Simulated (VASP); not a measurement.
# AlN (P6_3/mmc) in VASP: a series of runs

AlN is run at these levels: r2SCAN; tasks: single point.

Program: VASP 6.6.1. These are calculated values, not measurements. Logs are shortened: lines on timing, memory, paths and dates and some standing lists are left out, and cuts for length are marked.

## 1. The cell of the first run

It takes space group P6_3/mmc (No. 194, hexagonal). Conventional cell: a = 3.356 Å, b = 3.356 Å, c = 4.243 Å, α = 90.00°, β = 90.00°, γ = 120.00°. Within 2.6 Å of Al (site symmetry -6m2) lie 5 N at 1.94 to 2.12 Å. N (site symmetry -6m2) has 5 Al at 1.94 to 2.12 Å within 2.6 Å.

## 2. Single point, r2SCAN

File POSCAR:

```
AlN
1.0
    3.3557014719      0.0000000000      0.0000000000
   -1.6778507360      2.9061221181      0.0000000000
    0.0000000000      0.0000000000      4.2426688325
Al N
2 2
Direct
    0.3333333333      0.6666666667      0.7500000000
    0.6666666667      0.3333333333      0.2500000000
    0.3333333333      0.6666666667      0.2500000000
    0.6666666667      0.3333333333      0.7500000000
```

File INCAR.step1:

```
PREC     = Accurate       # precision mode
ENCUT    = 520            # plane-wave cutoff, eV
ISMEAR   = 0              # smearing method
SIGMA    = 0.01           # smearing width, eV
LREAL    = F              # projectors in reciprocal space
LASPH    = T              # aspherical terms in the spheres
NELM     = 60             # most SCF steps
NBANDS   = 16             # bands
GGA      = PE             # functional
ALGO     = Normal         # electronic algorithm
EDIFF    = 1E-4           # SCF threshold, eV
LWAVE    = T              # write WAVECAR
LCHARG   = F              # write CHGCAR
```

File INCAR.step2:

```
PREC     = Accurate       # precision mode
ENCUT    = 520            # plane-wave cutoff, eV
EDIFF    = 1E-7           # SCF threshold, eV
ISMEAR   = 0              # smearing method
SIGMA    = 0.01           # smearing width, eV
LREAL    = F              # projectors in reciprocal space
LASPH    = T              # aspherical terms in the spheres
NELM     = 60             # most SCF steps
ALGO     = Normal         # electronic algorithm
ISIF     = 2              # what is computed and relaxed
LWAVE    = F              # write WAVECAR
LCHARG   = F              # write CHGCAR
METAGGA  = R2SCAN         # meta-GGA
LMIXTAU  = T            
NBANDS   = 16             # bands
ISTART   = 1
```

File KPOINTS:

```
Automatic mesh
0
Gamma
  12 12 6
```

Potentials or basis: VASP PAW PBE potentials, release 64 (Al, N).

On the command line:

```
> cat potpaw_PBE.64/Al/POTCAR potpaw_PBE.64/N/POTCAR > POTCAR
> cp INCAR.step1 INCAR
> mpirun -np 1 vasp_std > vasp.out
> cp INCAR.step2 INCAR
> mpirun -np 1 vasp_std > vasp.out
```

OUTCAR:

```text
PREC = Accurate
   ENCUT = 520
   EDIFF = 1E-7
   ISMEAR = 0
   LREAL = F
   LASPH = T
   NELM = 60
   ISIF = 2
   METAGGA = R2SCAN
   ISTART = 1

 ion  position               nearest neighbor table
   1  0.333  0.667  0.750-   4 1.94   4 1.94   4 1.94   3 2.12   3 2.12   2 2.87   2 2.87   2 2.87
                             2 2.87   2 2.87   2 2.87
   2  0.667  0.333  0.250-   3 1.94   3 1.94   3 1.94   4 2.12   4 2.12   1 2.87   1 2.87   1 2.87
                             1 2.87   1 2.87   1 2.87
   3  0.333  0.667  0.250-   2 1.94   2 1.94   2 1.94   1 2.12   1 2.12
   4  0.667  0.333  0.750-   1 1.94   1 1.94   1 1.94   2 2.12   2 2.12

  LATTYP: Found a hexagonal cell.
 ALAT       =     3.3557014719
 C/A-ratio  =     1.2643165276

  Lattice vectors:

 A1 = (   3.3557014719,   0.0000000000,   0.0000000000)
 A2 = (  -1.6778507360,   2.9061221181,   0.0000000000)
 A3 = (   0.0000000000,   0.0000000000,   4.2426688325)

Analysis of symmetry for initial positions (statically):
=====================================================================
 Subroutine PRICEL returns:
 Original cell was already a primitive cell.

 Routine SETGRP: Setting up the symmetry group for a
 hexagonal supercell.

 Subroutine GETGRP returns: Found 24 space group operations
 (whereof 12 operations were pure point group operations)
 out of a pool of 24 trial point group operations.

The static configuration has the point symmetry D_3d.
 The point group associated with its full space group is D_6h.

Analysis of symmetry for dynamics (positions and initial velocities):
=====================================================================
 Subroutine PRICEL returns:
 Original cell was already a primitive cell.

 Routine SETGRP: Setting up the symmetry group for a
 hexagonal supercell.

 Subroutine GETGRP returns: Found 24 space group operations
 (whereof 12 operations were pure point group operations)
 out of a pool of 24 trial point group operations.

The dynamic configuration has the point symmetry D_3d.
 The point group associated with its full space group is D_6h.

 Subroutine INISYM returns: Found 24 space group operations
 (whereof 12 operations are pure point group operations),
 and found     1 'primitive' translations

----------------------------------------------------------------------------------------

                                     Primitive cell

  volume of cell :      41.3748

  direct lattice vectors                    reciprocal lattice vectors
[... 90 lines left out ...]
   NELM   =     60;   NELMIN=  2; NELMDL=  0     # of ELM steps
   EDIFF  = 0.1E-06   stopping-criterion for ELM
   LREAL  =      F    real-space projection
   EDIFFG = 0.1E-05   stopping-criterion for IOM
   NSW    =      0    number of steps for IOM
   IBRION =     -1    ionic relax: 0-MD 1-quasi-New 2-CG
   NFREE  =      0    steps in history (QN), initial steepest desc. (CG)
   ISIF   =      2    stress and relaxation
   ISYM   =      2    0-nonsym 1-usesym 2-fastsym
   POTIM  = 0.5000    time-step for ionic-motion
   TEBEG  =    0.0;   TEEND  =   0.0 temperature during run
   PSTRESS=    0.0 pullay stress
   NELECT =      16.0000    total number of electrons
   NUPDOWN=      -1.0000    fix difference up-down
   EMIN   =  10.00;   EMAX   =-10.00  energy-range for DOS
   EFERMI =   0.00;   METHOD = LEGACY
   ISMEAR =     0;   SIGMA  =   0.01  broadening in eV -4-tet -1-fermi 0-gaus
   EFERMI_NEDOS =   21; number of points for ismear=-14 and -15
   IALGO  =     38    algorithm
   IMIX   =      4    mixing-type and parameters
     AMIX     =   0.40;   BMIX     =  1.00
     AMIX_MAG =   1.60;   BMIX_MAG =  1.00
  volume/ion in A,a.u.               =      10.34        69.80
  Fermi-wavevector in a.u.,A,eV,Ry     =   1.192713  2.253901 19.355171  1.422565
  Thomas-Fermi vector in A             =   2.328745
   LORBIT       =      0    0 simple, 1 ext, 2 COOP (PROOUT), +10 PAW based schemes
   METAGGA = R2SCAN    functional components
   LHFCALC =     F    Hartree Fock is set to
   AEXX    =    0.0000 exact exchange contribution
   IVDW    =     0    specifies the selected vdW correction
   LEPSILON=     F    determine dielectric tensor
   LRPA    =     F    only Hartree local field effects (RPA)
 non-spin polarized calculation
 Gauss-broadening in eV      SIGMA  =   0.01
  energy-cutoff  :      520.00
  volume of cell :       41.37
 maximum number of plane-waves:      1132
 NGX is ok and might be reduce to    28
   NGX = 13   NGY = 13   NGZ = 15

 number of electron      15.9999998 magnetization

 Free energy of the ion-electron system (eV)
  ---------------------------------------------------
  ext. energy  EPLUGINS =         0.00000000
  ---------------------------------------------------
  free energy    TOTEN  =       -37.90077668 eV

  energy without entropy =      -37.90077668  energy(sigma->0) =      -37.90077668

 E-fermi :   7.4249     XC(G=0): -11.5171

 val. band max:        7.3336079549   @ k =   0.0000   0.0000   0.0000
 cond. band min:      10.8813700749   @ k =   0.0000   0.0000   0.0000
 fundamental gap:      3.5477621201
 Fermi energy:         7.4248675396

 k-point     1 :       0.0000    0.0000    0.0000
  band No.  band energies     occupation
      1     -10.0139      2.00000
      2      -6.5881      2.00000
      3       0.5140      2.00000
      4       4.0347      2.00000
      5       4.0347      2.00000
      6       5.7048      2.00000
[... 433 lines left out ...]
      3       0.8156      2.00000
      4       2.4686      2.00000
      5       3.2207      2.00000
      6       3.2815      2.00000
[... 8 lines left out ...]
     15      19.6451      0.00000
     16      20.6096      0.00000

 [... further k-points ...]
[... 5 lines left out ...]
  --------------------------------------------------------------------------------------
  -------------------------------------------------------------------------------------
  Total       -3.4746686     -3.4746671     -3.1865063      0.0000000      0.0000000      0.0000000
  in kB     -134.5512259   -134.5511700   -123.3925822      0.0000000      0.0000000      0.0000000
  external PRESSURE =    -130.8316594 kB  Pullay stress =       0.0000000 kB

 VOLUME and BASIS-vectors are now :
 -----------------------------------------------------------------------------
  energy-cutoff  :      520.00
  volume of cell :       41.37
      direct lattice vectors                 reciprocal lattice vectors
     3.355701472  0.000000000  0.000000000     0.298000286  0.172050581  0.000000000
    -1.677850736  2.906122118  0.000000000     0.000000000  0.344101163  0.000000000
     0.000000000  0.000000000  4.242668832     0.000000000  0.000000000  0.235700697

 POSITION                                       TOTAL-FORCE (eV/Angst)
 -----------------------------------------------------------------------------------
     -0.00000      1.93741      3.18200        -0.000000      0.000000      0.000000
      1.67785      0.96871      1.06067         0.000000      0.000000      0.000000
     -0.00000      1.93741      1.06067         0.000000      0.000000      0.000000
      1.67785      0.96871      3.18200        -0.000000      0.000000      0.000000
 -----------------------------------------------------------------------------------
    total drift:                               -0.000000      0.000000     -0.000000

  FREE ENERGIE OF THE ION-ELECTRON SYSTEM (eV)
  ---------------------------------------------------
  free  energy   TOTEN  =       -37.9007766825 eV

  energy  without entropy=      -37.9007766825  energy(sigma->0) =      -37.90077668
```

OUTCAR.step1:

```text
PREC = Accurate
   ENCUT = 520
   ISMEAR = 0
   LREAL = F
[... 690 lines left out ...]
     -0.00000      1.93741      3.18200        -0.000000      0.000000      0.000000
      1.67785      0.96871      1.06067        -0.000000      0.000000      0.000000
     -0.00000      1.93741      1.06067        -0.000000      0.000000      0.000000
      1.67785      0.96871      3.18200         0.000000     -0.000000      0.000000
 -----------------------------------------------------------------------------------
    total drift:                               -0.000000      0.000000     -0.000000

  FREE ENERGIE OF THE ION-ELECTRON SYSTEM (eV)
  ---------------------------------------------------
  free  energy   TOTEN  =       -29.2811471139 eV

  energy  without entropy=      -29.2811471139  energy(sigma->0) =      -29.28114711
```

It took 3.3 min on 1 thread of AMD EPYC 7R43 (Zen 3), shared host; peak memory 0.15 GiB.

Results:

- Free energy: -37.9008 eV
- Pressure: -13.1 GPa
- Band gap on the k mesh: 3.55 eV, direct

Caveat: the PAW data sets were made with another functional, which shifts forces and pressure a little. A k mesh can miss the band edges.

## 3. Single point, r2SCAN

This run uses another cell than the first one, of 10.74 Å³/atom, 1.038 times its volume.

File POSCAR:

```
AlN
1.0
    3.3981832156      0.0000000000      0.0000000000
   -1.6990916078      2.9429123796      0.0000000000
    0.0000000000      0.0000000000      4.2963792031
Al N
2 2
Direct
    0.3333333333      0.6666666667      0.7500000000
    0.6666666667      0.3333333333      0.2500000000
    0.3333333333      0.6666666667      0.2500000000
    0.6666666667      0.3333333333      0.7500000000
```

File INCAR.step1:

```
SYSTEM = AlN
ALGO = Normal
EDIFF = 1E-4
ENCUT = 520
GGA = PE
ISMEAR = 0
LASPH = .True.
LCHARG = .False.
LREAL = .False.
LWAVE = .True.
NBANDS = 16
NELM = 100
PREC = Accurate
SIGMA = 0.01
```

File INCAR.step2:

```
SYSTEM = AlN
ALGO = Normal
EDIFF = 1E-7
ENCUT = 520
ISIF = 2
ISMEAR = 0
ISTART = 1
LASPH = .True.
LCHARG = .False.
LMIXTAU = .True.
LREAL = .False.
LWAVE = .False.
METAGGA = R2SCAN
NBANDS = 16
NELM = 100
PREC = Accurate
SIGMA = 0.01
```

File KPOINTS:

```
k-points
0
Gamma
  12 12 6
  0 0 0
```

Potentials or basis: VASP PAW PBE potentials, release 64 (Al, N).

On the command line:

```
> cat potpaw_PBE.64/Al/POTCAR potpaw_PBE.64/N/POTCAR > POTCAR
> cp INCAR.step1 INCAR
> mpirun -np 1 vasp_std > vasp.out
> cp INCAR.step2 INCAR
> mpirun -np 1 vasp_std > vasp.out
```

OUTCAR:

```text
SYSTEM = AlN
   EDIFF = 1E-7
   ENCUT = 520
   ISIF = 2
   ISMEAR = 0
   ISTART = 1
   LASPH = .True.
   LREAL = .False.
   METAGGA = R2SCAN
   NELM = 100
   PREC = Accurate

 ion  position               nearest neighbor table
   1  0.333  0.667  0.750-   4 1.96   4 1.96   4 1.96   3 2.15   3 2.15   2 2.91   2 2.91   2 2.91
                             2 2.91   2 2.91   2 2.91
   2  0.667  0.333  0.250-   3 1.96   3 1.96   3 1.96   4 2.15   4 2.15   1 2.91   1 2.91   1 2.91
                             1 2.91   1 2.91   1 2.91
   3  0.333  0.667  0.250-   2 1.96   2 1.96   2 1.96   1 2.15   1 2.15
   4  0.667  0.333  0.750-   1 1.96   1 1.96   1 1.96   2 2.15   2 2.15

  LATTYP: Found a hexagonal cell.
 ALAT       =     3.3981832156
 C/A-ratio  =     1.2643165275

  Lattice vectors:

 A1 = (   3.3981832156,   0.0000000000,   0.0000000000)
 A2 = (  -1.6990916078,   2.9429123796,   0.0000000000)
 A3 = (   0.0000000000,   0.0000000000,   4.2963792031)

Analysis of symmetry for initial positions (statically):
[... 176 lines left out ...]
  free energy    TOTEN  =       -37.74062198 eV

  energy without entropy =      -37.74062198  energy(sigma->0) =      -37.74062198

 E-fermi :   7.0389     XC(G=0): -11.3470

 val. band max:        6.9310181307   @ k =   0.0000   0.0000   0.0000
 cond. band min:      10.1817627368   @ k =   0.0000   0.0000   0.0000
 fundamental gap:      3.2507446061
 Fermi energy:         7.0388616477

 k-point     1 :       0.0000    0.0000    0.0000
  band No.  band energies     occupation
      1     -10.1314      2.00000
      2      -6.8830      2.00000
      3       0.3391      2.00000
      4       3.7399      2.00000
      5       3.7399      2.00000
      6       5.3718      2.00000
[... 433 lines left out ...]
      3       0.6003      2.00000
      4       2.1919      2.00000
      5       2.9492      2.00000
      6       2.9883      2.00000
[... 8 lines left out ...]
     15      18.9704      0.00000
     16      19.8144      0.00000

 [... further k-points ...]
[... 5 lines left out ...]
  --------------------------------------------------------------------------------------
  -------------------------------------------------------------------------------------
  Total       -5.3723803     -5.3723781     -4.7024778      0.0000000      0.0000000      0.0000000
  in kB     -200.3321281   -200.3320448   -175.3519541      0.0000000      0.0000000      0.0000000
  external PRESSURE =    -192.0053756 kB  Pullay stress =       0.0000000 kB

 VOLUME and BASIS-vectors are now :
 -----------------------------------------------------------------------------
  energy-cutoff  :      520.00
  volume of cell :       42.97
      direct lattice vectors                 reciprocal lattice vectors
     3.398183216  0.000000000  0.000000000     0.294274892  0.169899724  0.000000000
    -1.699091608  2.942912380  0.000000000     0.000000000  0.339799447  0.000000000
     0.000000000  0.000000000  4.296379203     0.000000000  0.000000000  0.232754129

 POSITION                                       TOTAL-FORCE (eV/Angst)
 -----------------------------------------------------------------------------------
     -0.00000      1.96194      3.22228        -0.000000     -0.000000     -0.000000
      1.69909      0.98097      1.07409         0.000000      0.000000      0.000000
     -0.00000      1.96194      1.07409         0.000000     -0.000000     -0.000000
      1.69909      0.98097      3.22228        -0.000000      0.000000     -0.000000
 -----------------------------------------------------------------------------------
    total drift:                               -0.000000      0.000000      0.000000

  FREE ENERGIE OF THE ION-ELECTRON SYSTEM (eV)
  ---------------------------------------------------
  free  energy   TOTEN  =       -37.7406219759 eV

  energy  without entropy=      -37.7406219759  energy(sigma->0) =      -37.74062198
```

OSZICAR.step1:

```text
N       E                     dE             d eps       ncg     rms          rms(c)
DAV:   1     0.443875640042E+02    0.44388E+02   -0.72066E+03  2432   0.892E+02
DAV:   2    -0.296704650723E+02   -0.74058E+02   -0.67229E+02  3552   0.184E+02
DAV:   3    -0.334101139507E+02   -0.37396E+01   -0.37219E+01  2952   0.428E+01
DAV:   4    -0.334347961884E+02   -0.24682E-01   -0.24680E-01  2952   0.395E+00
DAV:   5    -0.334351375252E+02   -0.34134E-03   -0.34134E-03  2872   0.465E-01    0.113E+01
DAV:   6    -0.291813435463E+02    0.42538E+01   -0.91926E+00  3136   0.223E+01    0.372E+00
DAV:   7    -0.291965558580E+02   -0.15212E-01   -0.63019E-01  2616   0.553E+00    0.273E+00
DAV:   8    -0.291839684437E+02    0.12587E-01   -0.92919E-02  2624   0.267E+00    0.945E-01
DAV:   9    -0.291749825198E+02    0.89859E-02   -0.17464E-02  3072   0.106E+00    0.299E-01
DAV:  10    -0.291756265681E+02   -0.64405E-03   -0.35076E-03  2704   0.383E-01    0.165E-01
DAV:  11    -0.291755143690E+02    0.11220E-03   -0.21062E-04  2552   0.116E-01    0.483E-02
DAV:  12    -0.291755165448E+02   -0.21757E-05   -0.16619E-05  1320   0.335E-02
   1 F= -.29175517E+02 E0= -.29175517E+02  d E =-.193818E-47
```

Wall time 3.5 min (1 thread of AMD EPYC 7R43 (Zen 3), shared host); peak memory 0.15 GiB.

Results:

```yaml
Free_energy: -37.7406 eV
Pressure: -19.2 GPa
Band_gap_on_the_k_mesh: 3.25 eV, direct
```

Caveat: the PAW data sets were made with another functional, which shifts forces and pressure a little. r2SCAN opens gaps a little over a GGA but as a rule still falls short of measured ones.

## 4. Single point, r2SCAN

This run uses another cell than the first one, of 11.14 Å³/atom, 1.077 times its volume.

File POSCAR:

```
AlN
1.0
    3.4396285589      0.0000000000      0.0000000000
   -1.7198142795      2.9788050924      0.0000000000
    0.0000000000      0.0000000000      4.3487792357
Al N
2 2
Direct
    0.3333333333      0.6666666667      0.7500000000
    0.6666666667      0.3333333333      0.2500000000
    0.3333333333      0.6666666667      0.2500000000
    0.6666666667      0.3333333333      0.7500000000
```

File INCAR.step1:

```
SYSTEM = AlN
PREC = Accurate
ENCUT = 520
ISMEAR = 0
SIGMA = 0.01
LREAL = .False.
LASPH = .True.
NELM = 60
NBANDS = 16
GGA = PE
ALGO = Normal
EDIFF = 1E-4
LWAVE = .True.
LCHARG = .False.
```

File INCAR.step2:

```
SYSTEM = AlN
PREC = Accurate
ENCUT = 520
EDIFF = 1E-6
ISMEAR = 0
SIGMA = 0.01
LREAL = .False.
LASPH = .True.
NELM = 60
ALGO = Normal
ISIF = 2
LWAVE = .False.
LCHARG = .True.
METAGGA = R2SCAN
LMIXTAU = .True.
LELF = .True.
LVHAR = .True.
NBANDS = 16
ISTART = 1
```

File KPOINTS:

```
regular mesh
0
Gamma
  12 12 6
  0 0 0
```

On the command line:

```
> cat potpaw_PBE.64/Al/POTCAR potpaw_PBE.64/N/POTCAR > POTCAR
> cp INCAR.step1 INCAR
> mpirun -np 1 vasp_std > vasp.out
> cp INCAR.step2 INCAR
> mpirun -np 1 vasp_std > vasp.out
```

Run time: 3.9 min. Hardware: 1 thread of AMD EPYC 7R43 (Zen 3), shared host; peak memory 0.15 GiB.

Results (log left out):

```
Free energy            : -37.5253 eV
Pressure               : -24.2 GPa
Band gap on the k mesh : 2.97 eV, direct
```

Stress tensor (GPa, compression positive):
```
-25.43   0.00   0.00
  0.00 -25.43   0.00
  0.00   0.00 -21.76
```

Levels at points of the mesh, in eV from the valence-band top:
```tsv
k point	band 5	band 6	band 7	band 8	band 9	band 10	band 11	band 12
(0.00, 0.00, 0.00)	-3.09	-1.49	-1.49	0.00	2.97	4.26	8.40	8.40
(0.50, 0.00, 0.00)	-4.21	-4.18	-2.61	-1.41	4.19	6.78	7.66	9.16
(0.00, 0.00, 0.50)	-2.33	-2.33	-2.33	-2.33	5.56	5.56	8.62	8.62
(0.50, 0.00, 0.50)	-3.05	-3.05	-1.57	-1.57	5.28	5.28	9.20	9.20
```

Caveat: the PAW data sets were made with another functional, which shifts forces and pressure a little. A k mesh can miss the band edges.

## 5. Summary

| cell | gap on the mesh (eV) | pressure (GPa) |
| --- | --- | --- |
| a = 3.356, b = 3.356, c = 4.243 Å, angles 90.0, 90.0, 120.0°, 4 atoms | 3.55 | -13.1 |
| a = 3.398, b = 3.398, c = 4.296 Å, angles 90.0, 90.0, 120.0°, 4 atoms | 3.25 | -19.2 |
| a = 3.440, b = 3.440, c = 4.349 Å, angles 90.0, 90.0, 120.0°, 4 atoms | 2.97 | -24.2 |

Alike in all rows: task single point; level r2SCAN; potentials or basis VASP PAW PBE potentials, release 64 (Al, N); no spin polarisation; k mesh 12 × 12 × 6; cutoff (eV) 520; smearing gaussian 0.01 eV.

Caveats: the PAW data sets were made with another functional, which shifts forces and pressure a little.

Total energies depend on the potentials used, so only differences within one code and one set of settings carry meaning.
